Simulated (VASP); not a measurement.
Input of a VASP 6.6.1 run:

Contents of INCAR:

```
SYSTEM = Hf
  ALGO = Normal
  EDIFF = 1E-8
  ENCUT = 520
  GGA = CA
  ISIF = 2
  ISMEAR = -1
  LASPH = .True.
  LCHARG = .False.
  LEFG = .True.
  LREAL = .False.
  LWAVE = .False.
  NBANDS = 11
  NELM = 80
  PREC = Accurate
  SIGMA = 0.03
```

The input KPOINTS:

```
k-points
0
Gamma
  13 13 13
  0 0 0
```

File POSCAR:

```
Hf
1.0
    0.0000000000      2.2200000000      2.2200000000
    2.2200000000      0.0000000000      2.2200000000
    2.2200000000      2.2200000000      0.0000000000
Hf
1
Direct
    0.0000000000      0.0000000000      0.0000000000
```

Potentials or basis: VASP PAW LDA potentials, release 64 (Hf_pv).

Launch:

```sh
$ cat potpaw_LDA.64/Hf_pv/POTCAR > POTCAR
$ mpirun -np 1 vasp_std > vasp.out
```

(1) Predict the pressure.

(2) What does it give for the band gap on the k mesh?

## Answers

(1) -5.5 GPa.

(2) zero (band 5 reaches 6.11 eV, above the bottom of band 6 at 4.21 eV).

Caveat: without QUAD_EFG the Cq values of the log hold for a quadrupole moment of 1 mb, not for the nuclei; spin-orbit coupling is left out, which moves the levels of the heavy elements.
